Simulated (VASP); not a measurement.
Set up this calculation in VASP 6.6.1, as the native input.

- Task: single point
- Functional: PBE
- Potentials or basis: VASP PAW PBE potentials, release 64 (Pt)
- Cutoff: 520 eV
- k mesh: 16 × 16 × 16
- Occupations: fermi-dirac, width 0.05 eV
- Spin: collinear spin, ferromagnetic start
- Starting moments: [1.0] μB
- Dipole correction: no
- Further INCAR settings: ALGO = Normal; EDIFF = 1e-06; NBANDS = 15

The structure of Pt lies in POSCAR:

```
Pt
1.0
   -1.5820485505      1.5820485505      1.5820485505
    1.5820485505     -1.5820485505      1.5820485505
    1.5820485505      1.5820485505     -1.5820485505
Pt
1
Direct
    0.0000000000      0.0000000000      0.0000000000
```

The input as run:

INCAR

```
PREC = Accurate ; ENCUT = 520
EDIFF = 1E-6 ; ISMEAR = -1
SIGMA = 0.05 ; LREAL = F
LASPH = T ; NELM = 150
ALGO = Normal ; ISIF = 2
LWAVE = F ; LCHARG = F
ISPIN = 2 ; MAGMOM = 1
LORBIT = 11 ; LMAXMIX = 4
GGA = PE ; NBANDS = 15
```

KPOINTS

```
Automatic mesh
0
Gamma
  16 16 16
```

Potentials or basis: VASP PAW PBE potentials, release 64 (Pt).

Launch:

```console
$ cat potpaw_PBE.64/Pt/POTCAR > POTCAR
$ mpirun -np 1 vasp_std > vasp.out
```

Results of the run:

```
Pressure                                              : -0.4 GPa
Band gap on the k mesh                                : zero (filled and empty bands overlap)
Net moment                                            : 0.00 μB per cell
Valence electrons inside the program's atomic spheres : Pt 9.19
```

Caveat: spin-orbit coupling is left out, which moves the levels of the heavy elements.

Run time: 23 s on 1 thread of Intel(R) Xeon(R) 6975P-C (Granite Rapids), with other jobs on the host, peak memory 0.17 GiB.
